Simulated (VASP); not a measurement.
# PbS (Cmcm) in VASP: further runs, part 2 of 2

VASP 6.6.1.

## (4) Single point, PBEsol

This run uses another cell than the first one, of 23.26 Å³/atom, 1.054 times its volume.

Input file INCAR:

```
PREC = Accurate
ENCUT = 520
EDIFF = 1E-6
ISMEAR = 0
SIGMA = 0.01
LREAL = F
LASPH = T
NELM = 60
ALGO = Normal
ISIF = 2
LWAVE = F
LCHARG = T
GGA = PS
LELF = T
LVHAR = T
NBANDS = 28
```

Input file KPOINTS:

```
Automatic mesh
0
Gamma
  6 6 6
```

Input file POSCAR:

```
PbS
1.0
    1.9983420704     -5.5587732890      0.0000000000
    1.9983420704      5.5587732890      0.0000000000
    0.0000000000      0.0000000000      4.1872322521
Pb S
2 2
Direct
    0.8773156072      0.1226843928      0.7500000000
    0.1226843928      0.8773156072      0.2500000000
    0.6368720053      0.3631279947      0.7500000000
    0.3631279947      0.6368720053      0.2500000000
```

Potentials or basis: VASP PAW PBE potentials, release 64 (Pb_d, S).

The run is started by

```bash
$ cat potpaw_PBE.64/Pb_d/POTCAR potpaw_PBE.64/S/POTCAR > POTCAR
$ mpirun -np 1 vasp_std > vasp.out
```

OUTCAR:

```text
PREC = Accurate
   ENCUT = 520
   EDIFF = 1E-6
   ISMEAR = 0
   LREAL = F
   LASPH = T
   NELM = 60
   ISIF = 2
   GGA = PS

 ion  position               nearest neighbor table
   1  0.877  0.123  0.750-   3 2.67   4 2.90   4 2.90   4 2.90   4 2.90   2 3.44   2 3.44   2 4.05
                             2 4.05   2 4.05   2 4.05
   2  0.123  0.877  0.250-   4 2.67   3 2.90   3 2.90   3 2.90   3 2.90   1 3.44   1 3.44   1 4.05
                             1 4.05   1 4.05   1 4.05
   3  0.637  0.363  0.750-   1 2.67   2 2.90   2 2.90   2 2.90   2 2.90
   4  0.363  0.637  0.250-   2 2.67   1 2.90   1 2.90   1 2.90   1 2.90

  LATTYP: Found a base centered orthorhombic cell.
 ALAT       =     3.9966841408
 B/A-ratio  =     2.7816925697
 C/A-ratio  =     1.0476765500

  Lattice vectors:

 A1 = (   1.9983420704,  -5.5587732890,   0.0000000000)
 A2 = (   1.9983420704,   5.5587732890,   0.0000000000)
 A3 = (   0.0000000000,   0.0000000000,   4.1872322521)

Analysis of symmetry for initial positions (statically):
=====================================================================
 Subroutine PRICEL returns:
 Original cell was already a primitive cell.

 Routine SETGRP: Setting up the symmetry group for a
 base centered orthorhombic supercell.

 Subroutine GETGRP returns: Found  8 space group operations
 (whereof  4 operations were pure point group operations)
 out of a pool of  8 trial point group operations.

The static configuration has the point symmetry C_2h.
 The point group associated with its full space group is D_2h.

Analysis of symmetry for dynamics (positions and initial velocities):
=====================================================================
 Subroutine PRICEL returns:
 Original cell was already a primitive cell.

 Routine SETGRP: Setting up the symmetry group for a
 base centered orthorhombic supercell.

 Subroutine GETGRP returns: Found  8 space group operations
 (whereof  4 operations were pure point group operations)
[... 120 lines left out ...]
   EMIN   =  10.00;   EMAX   =-10.00  energy-range for DOS
   EFERMI =   0.00;   METHOD = LEGACY
   ISMEAR =     0;   SIGMA  =   0.01  broadening in eV -4-tet -1-fermi 0-gaus
   EFERMI_NEDOS =   21; number of points for ismear=-14 and -15
   IALGO  =     38    algorithm
   IMIX   =      4    mixing-type and parameters
     AMIX     =   0.40;   BMIX     =  1.00
     AMIX_MAG =   1.60;   BMIX_MAG =  1.00
  volume/ion in A,a.u.               =      23.26       156.94
  Fermi-wavevector in a.u.,A,eV,Ry     =   1.235643  2.335026 20.773548  1.526813
  Thomas-Fermi vector in A             =   2.370284
   LORBIT       =      0    0 simple, 1 ext, 2 COOP (PROOUT), +10 PAW based schemes
   GGA     = PS    functional components
   LHFCALC =     F    Hartree Fock is set to
   AEXX    =    0.0000 exact exchange contribution
   IVDW    =     0    specifies the selected vdW correction
   LEPSILON=     F    determine dielectric tensor
   LRPA    =     F    only Hartree local field effects (RPA)
 non-spin polarized calculation
 Gauss-broadening in eV      SIGMA  =   0.01
  energy-cutoff  :      520.00
  volume of cell :       93.03
 maximum number of plane-waves:      2538
 NGX is ok and might be reduce to    48
   NGX = 21   NGY = 21   NGZ = 15

 number of electron      40.0000001 magnetization

 Free energy of the ion-electron system (eV)
  ---------------------------------------------------
  ext. energy  EPLUGINS =         0.00000000
  ---------------------------------------------------
  free energy    TOTEN  =       -18.69668244 eV

  energy without entropy =      -18.69668244  energy(sigma->0) =      -18.69668244

 E-fermi :   6.6441     XC(G=0): -10.4826

 val. band max:        6.5532073465   @ k =   0.5000   0.5000   0.3333
 cond. band min:       7.4984618289   @ k =   0.5000   0.5000   0.3333
 fundamental gap:      0.9452544824
 Fermi energy:         6.6441107884

 k-point     1 :       0.0000    0.0000    0.0000
  band No.  band energies     occupation
      1     -10.1268      2.00000
      2      -9.9950      2.00000
      3      -9.9692      2.00000
      4      -9.9172      2.00000
      5      -9.8750      2.00000
      6      -9.8654      2.00000
[... 733 lines left out ...]
     27      13.8793      0.00000
     28      14.3550      0.00000

 [... further k-points ...]
[... 5 lines left out ...]
  --------------------------------------------------------------------------------------
  -------------------------------------------------------------------------------------
  Total        2.3266148      2.3068868      2.3272625      0.0000000      0.0000000      0.0000000
  in kB       40.0709124     39.7311397     40.0820666      0.0000000      0.0000000      0.0000000
  external PRESSURE =      39.9613729 kB  Pullay stress =       0.0000000 kB

 VOLUME and BASIS-vectors are now :
 -----------------------------------------------------------------------------
  energy-cutoff  :      520.00
  volume of cell :       93.03
      direct lattice vectors                 reciprocal lattice vectors
     1.998342070 -5.558773289  0.000000000     0.250207413 -0.089947903  0.000000000
     1.998342070  5.558773289  0.000000000     0.250207413  0.089947903  0.000000000
     0.000000000  0.000000000  4.187232252     0.000000000  0.000000000  0.238821240

 POSITION                                       TOTAL-FORCE (eV/Angst)
 -----------------------------------------------------------------------------------
      1.99834     -4.19482      3.14042         0.000000      0.000398     -0.000000
      1.99834      4.19482      1.04681         0.000000     -0.000398      0.000000
      1.99834     -1.52168      3.14042         0.000000      0.008555      0.000000
      1.99834      1.52168      1.04681         0.000000     -0.008555      0.000000
 -----------------------------------------------------------------------------------
    total drift:                               -0.000000     -0.000000      0.000000

  FREE ENERGIE OF THE ION-ELECTRON SYSTEM (eV)
  ---------------------------------------------------
  free  energy   TOTEN  =       -18.6966824377 eV

  energy  without entropy=      -18.6966824377  energy(sigma->0) =      -18.69668244
```

stdout:

```text
POSCAR found type information on POSCAR PbS
 POSCAR found :  2 types and       4 ions
 scaLAPACK will be used
 -----------------------------------------------------------------------------
|                                                                             |
|                                                                             |
|     You enforced a specific xc type in the INCAR file but a different       |
|     I HOPE YOU KNOW WHAT YOU ARE DOING!                                     |
|                                                                             |
 -----------------------------------------------------------------------------

 LDA part: xc-table for (Slater+PW92), standard interpolation
 POSCAR, INCAR and KPOINTS ok, starting setup
 FFT: planning ... GRIDC
 FFT: planning ... GRID_SOFT
 FFT: planning ... GRID
 WAVECAR not read
 entering main loop
```

It took 1.9 min on 1 thread of AMD EPYC 7R43 (Zen 3), shared host; peak memory 0.28 GiB.

What came out:

```
Free energy            : -18.6967 eV
Pressure               : 4.0 GPa
Largest force          : 0.009 eV/Å
Band gap on the k mesh : 0.95 eV, direct
```

Forces in eV/Å, atoms in the order of the input:
```
Pb   0.000  0.000  0.000
Pb   0.000  0.000  0.000
S    0.000  0.009  0.000
S    0.000 -0.009  0.000
```

Caveat: the PAW data sets were made with another functional, which shifts forces and pressure a little; spin-orbit coupling is left out, which moves the levels of the heavy elements.

## (5) Overview

| cell | gap on the mesh (eV) | pressure (GPa) | largest force (eV/Å) |
| --- | --- | --- | --- |
| a = 5.768, b = 5.768, c = 4.148 Å, angles 90.0, 90.0, 140.2°, 4 atoms | 0.84 | 8.0 | 0.01 |
| a = 5.832, b = 5.832, c = 4.166 Å, angles 90.0, 90.0, 140.3°, 4 atoms | 0.88 | 6.0 | - |
| a = 5.907, b = 5.907, c = 4.187 Å, angles 90.0, 90.0, 140.5°, 4 atoms | 0.95 | 4.0 | 0.01 |

Alike in all rows: task single point; level PBEsol; potentials or basis VASP PAW PBE potentials, release 64 (Pb_d, S); no spin polarisation; k mesh 6 × 6 × 6; cutoff (eV) 520; smearing gaussian 0.01 eV.

Caveats: the PAW data sets were made with another functional, which shifts forces and pressure a little; spin-orbit coupling is left out, which moves the levels of the heavy elements.

Absolute energies hang on the potentials; compare differences alone.
